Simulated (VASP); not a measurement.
The system is Ag.

```
Ag
1.0
    -1.65565    1.65565    1.65565
     1.65565   -1.65565    1.65565
     1.65565    1.65565   -1.65565
Ag
1
Direct
  0.00000 0.00000 0.00000
```

```yaml
Program: VASP 6.6.1
Task: relaxation of cell and atoms
Functional: PBEsol
Dispersion: D3(BJ)
Potentials_or_basis: VASP PAW PBE potentials, release 64 (Ag)
Cutoff: 600 eV
k_mesh: 11 × 11 × 11
Occupations: fermi-dirac, width 0.05 eV
Spin: no spin polarisation
```

At the start: pressure -12.1 GPa; volume 18.15 Å³/atom.

Q: Where does the relaxation end?

A: Over 6 steps the energy falls by 92.4 meV/atom and the volume is 16.02 Å³/atom (-11.8 %); space group Im-3m (No. 229, to 0.05 Å).

Step by step:
| step | energy change (eV) | largest force (eV/Å) | pressure (GPa) | volume (Å³) |
| --- | --- | --- | --- | --- |
| 1 | 0.0000 | 0.0000 | -12.10 | 18.15 |
| 2 | -0.0445 | 0.0000 | 13.60 | 14.79 |
| 3 | -0.0924 | 0.0000 | -0.16 | 16.04 |
| 4 | -0.0924 | 0.0000 | 0.17 | 16.00 |
| 5 | -0.0924 | 0.0000 | -0.10 | 16.03 |
| 6 | -0.0924 | 0.0000 | 0.00 | 16.02 |

Final structure:
```yaml
crystal:
  lattice:
    - [-1.58800, 1.58800, 1.58800]
    - [1.58800, -1.58800, 1.58800]
    - [1.58800, 1.58800, -1.58800]
  atoms:
    - { symbol: Ag, position: [0.00000, 0.00000, 0.00000] }
```

Caveat: the PAW data sets were made with another functional, which shifts forces and pressure a little; pairwise dispersion overbinds metals, which lowers pressure and volume.
